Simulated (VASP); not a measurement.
A run of VASP 6.6.1 is set up as follows.

INCAR

```
SYSTEM = MnAs
ALGO = Normal
EDIFF = 1E-7
ENCUT = 520
GGA = PS
ISIF = 2
ISMEAR = -1
ISPIN = 2
LASPH = .True.
LCHARG = .False.
LMAXMIX = 4
LORBIT = 11
LREAL = .False.
LWAVE = .False.
MAGMOM = 4 4 0 0
NBANDS = 30
NELM = 150
PREC = Accurate
SIGMA = 0.1
```

KPOINTS

```
k-points
0
Gamma
  10 10 6
  0 0 0
```

The input POSCAR:

```
MnAs
1.0
    3.5707637050      0.0000000000      0.0000000000
   -1.7853818525      3.0923720794      0.0000000000
    0.0000000000      0.0000000000      5.3362912435
Mn As
2 2
Direct
    0.0000000000      0.0000000000      0.0000000000
    0.0000000000      0.0000000000      0.5000000000
    0.3333333333      0.6666666667      0.2500000000
    0.6666666667      0.3333333333      0.7500000000
```

Potentials or basis: VASP PAW PBE potentials, release 64 (Mn_pv, As).

The run is started by

```sh
$ cat potpaw_PBE.64/Mn_pv/POTCAR potpaw_PBE.64/As/POTCAR > POTCAR
$ mpirun -np 1 vasp_std > vasp.out
```

Problem. What does it give for the pressure?

Solution. 0.3 GPa.

Problem. What does it give for the net moment?

Solution. 4.80 μB per cell.

Problem. Estimate the site moments.

Solution. Mn +2.45; As -0.09 μB.

Caveat: the PAW data sets were made with another functional, which shifts forces and pressure a little.
